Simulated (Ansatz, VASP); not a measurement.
**SiO2: VASP beside Ansatz**

```
Si O
1.0
     3.87195    0.00000    0.00000
     0.00000    3.87195    0.00000
     0.00000    0.00000    2.86873
Si O
2 4
Direct
  0.50000 0.50000 0.50000
  0.00000 0.00000 0.00000
  0.69443 0.69443 0.00000
  0.19443 0.80557 0.50000
  0.30557 0.30557 0.00000
  0.80557 0.19443 0.50000
```

Alike in both runs: task single point; functional LDA; k mesh 6 × 6 × 10; occupations gaussian, width 0.05 eV; no spin polarisation.

|  | VASP | Ansatz |
| --- | --- | --- |
| version | VASP 6.6.1 | Ansatz 0.2.0 |
| potentials or method | VASP PAW LDA potentials, release 64 (Si, O), cutoff 520 eV | scalar-relativistic, plane waves, PAW |
| valence electrons in the cell | 32 | 32 |

|  | VASP | Ansatz | Ansatz less VASP |
| --- | --- | --- | --- |
| gap on the k mesh at the Fermi level (eV) | 5.01 | 5.06 | +0.051 |
| least direct gap on the mesh (eV) | 5.01 | 5.06 | +0.051 |
| pressure (GPa) | 24.8 | 23.5 | -1.25 |
| traceless stress, the component that is largest in VASP (GPa) | -43.59 | -43.48 | +0.117 |
| rms of the force components (eV/Å) | 0.301 | 0.317 | +0.0153 |

Ansatz warns that its potentials were made for another functional, while VASP's fit it. LDA's correlation is that of Perdew and Zunger in VASP and of Perdew and Wang (1992) in Ansatz. Atom by atom the forces differ by 0.015 eV/Å (rms over components).
